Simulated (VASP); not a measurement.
Write the native input for VASP 6.6.1 that does the following.

```yaml
Task: single point
Functional: LDA
Potentials_or_basis: VASP PAW LDA potentials, release 64 (Na_pv)
Cutoff: 520 eV
k_mesh: 16 × 16 × 16
Occupations: fermi-dirac, width 0.1 eV
Spin: no spin polarisation
Dipole_correction: no
Further_INCAR_settings: ALGO = Normal; EDIFF = 1e-06; NBANDS = 10
```

The structure of Na lies in POSCAR:

```
Na
1.0
    0.0000000000      2.0408108241      2.0408108241
    2.0408108241      0.0000000000      2.0408108241
    2.0408108241      2.0408108241      0.0000000000
Na
1
Direct
    0.0000000000      0.0000000000      0.0000000000
```

This isn't the form of Na at room conditions, which is bcc.

These files were run (other wordings do the same):

INCAR

```
ALGO = Normal
EDIFF = 1E-6
ENCUT = 520
ISIF = 2
ISMEAR = -1
LASPH = T
LCHARG = T
LELF = T
LREAL = F
LVHAR = T
LWAVE = F
NBANDS = 10
NELM = 80
PREC = Accurate
SIGMA = 0.1
```

KPOINTS

```
k-points
0
Gamma
  16 16 16
```

Potentials or basis: VASP PAW LDA potentials, release 64 (Na_pv).

Run with:

```sh
$ cat potpaw_LDA.64/Na_pv/POTCAR > POTCAR
$ mpirun -np 1 vasp_std > vasp.out
```

It gave:

```
Pressure               : 21.9 GPa
Band gap on the k mesh : zero (an odd number of electrons rules out a gap without spin polarisation)
```

Caveat: the cell stands under pressure.

It took 13 s on 1 thread of Intel Xeon 8259CL, with other jobs on the host, peak memory 0.13 GiB.
